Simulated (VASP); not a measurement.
Write the native input for VASP 6.6.1 that does the following.

| Property | Result |
| --- | --- |
| Task | relaxation of cell and atoms |
| Functional | r2SCAN |
| Potentials or basis | VASP PAW PBE potentials, release 64 (Li_sv) |
| Cutoff | 600 eV |
| k mesh | 9 × 9 × 9 |
| Occupations | fermi-dirac, width 0.0104 eV |
| Spin | no spin polarisation |
| Dipole correction | no |
| Further INCAR settings | ALGO = Normal; EDIFF = 1e-06; IBRION = 2; EDIFFG = -0.01; NSW = 60; ISIF = 3 |

Li:

```
CELL_PARAMETERS angstrom
-1.55465 1.55465 1.28002
1.55465 -1.55465 1.28002
1.55465 1.55465 -1.28002
ATOMIC_POSITIONS crystal
Li 0.00000 0.00000 0.00000
```

One way to write it, as run:

POSCAR

```
Li
1.0
   -1.5546540000      1.5546540000      1.2800250000
    1.5546540000     -1.5546540000      1.2800250000
    1.5546540000      1.5546540000     -1.2800250000
Li
1
Direct
    0.0000000000      0.0000000000      0.0000000000
```

INCAR.step1

```
ALGO = Normal
EDIFF = 1E-4
ENCUT = 600
GGA = PE
ISMEAR = -1
LASPH = T
LCHARG = F
LREAL = F
LWAVE = T
NELM = 60
PREC = Accurate
SIGMA = 0.0104
```

INCAR.step2

```
ALGO = Normal
EDIFF = 1E-6
EDIFFG = -0.01
ENCUT = 600
IBRION = 2
ISIF = 3
ISMEAR = -1
ISTART = 1
LASPH = T
LCHARG = F
LMIXTAU = T
LREAL = F
LWAVE = F
METAGGA = R2SCAN
NELM = 60
NSW = 60
PREC = Accurate
SIGMA = 0.0104
```

KPOINTS

```
k-points
0
Gamma
  9 9 9
```

Potentials or basis: VASP PAW PBE potentials, release 64 (Li_sv).

Run with:

```sh
$ cat potpaw_PBE.64/Li_sv/POTCAR > POTCAR
$ cp INCAR.step1 INCAR
$ mpirun -np 1 vasp_std > vasp.out
$ cp INCAR.step2 INCAR
$ mpirun -np 1 vasp_std > vasp.out
```

Results of the run:

The relaxed volume is 18.80 Å³/atom, the relaxed cell is a = 2.919 Å, b = 2.919 Å, c = 2.919 Å, α = 105.33°, β = 105.33°, γ = 118.12° and the space group after relaxing (to 0.05 Å) is I4/mmm (No. 139). The energy gained by relaxing is 275.5 meV/atom and the ionic steps are 6. The pressure after relaxing is 0.0 GPa.

Caveat: the cutoff is under 1.25 times the usual one of these potentials, so pressure, stress and relaxed cells hold a basis-set (Pulay) error; the volume moved by over 15 % at a fixed basis, so the end points are rough; the PAW data sets were made with another functional, which shifts forces and pressure a little.

Wall time 57 s on 1 thread of Intel(R) Xeon(R) 6975P-C (Granite Rapids), on a shared host, peak memory 0.11 GiB.
